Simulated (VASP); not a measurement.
The system is Si2Sn.

```
Si Sn
1.0
     3.04856    0.00000    0.00000
    -1.52428    2.64013    0.00000
     0.00000    0.00000   14.52768
Si Sn
4 2
Cartesian
  0.0000 1.7601 1.2106
  0.0000 1.7601 6.0532
  1.5243 0.8800 13.3170
  1.5243 0.8800 8.4745
  0.0000 1.7601 10.8958
  1.5243 0.8800 3.6319
```

| Item | Value |
| --- | --- |
| Program | VASP 6.6.1 |
| Task | relaxation of cell and atoms |
| Functional | PBE |
| Potentials or basis | VASP PAW PBE potentials, release 64 (Si, Sn_d) |
| Cutoff | 600 eV |
| k mesh | 6 × 6 × 2 |
| Occupations | gaussian, width 0.1 eV |
| Spin | no spin polarisation |

At the start: pressure 1.9 GPa; volume 19.49 Å³/atom.

Q: Where does the relaxation end?

A: Over 15 steps the energy falls by 404.7 meV/atom and the volume is 22.06 Å³/atom (+13.2 %); space group P6_3/mmc (No. 194, to 0.1 Å) before and after.

Step by step:
```csv
step,energy change (eV),largest force (eV/Å),pressure (GPa),volume (Å³)
1,0.0000,1.1458,1.85,116.93
2,-0.3477,1.1175,-1.28,120.70
3,-0.5603,0.8838,-3.84,124.80
4,-0.7819,0.7119,-4.78,132.60
5,-1.9569,0.5932,-6.14,146.23
6,-2.3257,0.1426,-3.42,141.00
7,-2.3583,0.1706,-2.30,139.19
8,-2.3584,0.1461,-2.40,139.33
9,-2.3979,0.0896,-1.50,136.65
10,-2.4050,0.0570,-0.93,135.07
11,-2.4197,0.1172,-0.24,133.47
12,-2.4227,0.1606,0.28,132.37
13,-2.4258,0.1059,0.07,132.50
14,-2.4270,0.0404,-0.17,132.66
15,-2.4280,0.0078,-0.11,132.36
```

Final structure:
```yaml
crystal:
  lattice:
    - [3.71563, 0.00000, 0.00000]
    - [-1.85781, 3.21783, 0.00000]
    - [0.00000, 0.00000, 11.07054]
  atoms:
    - { symbol: Si, position: [0.33333, 0.66667, 0.04479] }
    - { symbol: Si, position: [0.33333, 0.66667, 0.45521] }
    - { symbol: Si, position: [0.66667, 0.33333, 0.95521] }
    - { symbol: Si, position: [0.66667, 0.33333, 0.54479] }
    - { symbol: Sn, position: [0.33333, 0.66667, 0.75000] }
    - { symbol: Sn, position: [0.66667, 0.33333, 0.25000] }
```

Caveat: the k points lie up to 0.33 Å⁻¹ apart in the final cell, too coarse for converged energies and pressures of a metal; a cell axis changed by over 15 % at a fixed basis, so the end point is rough.
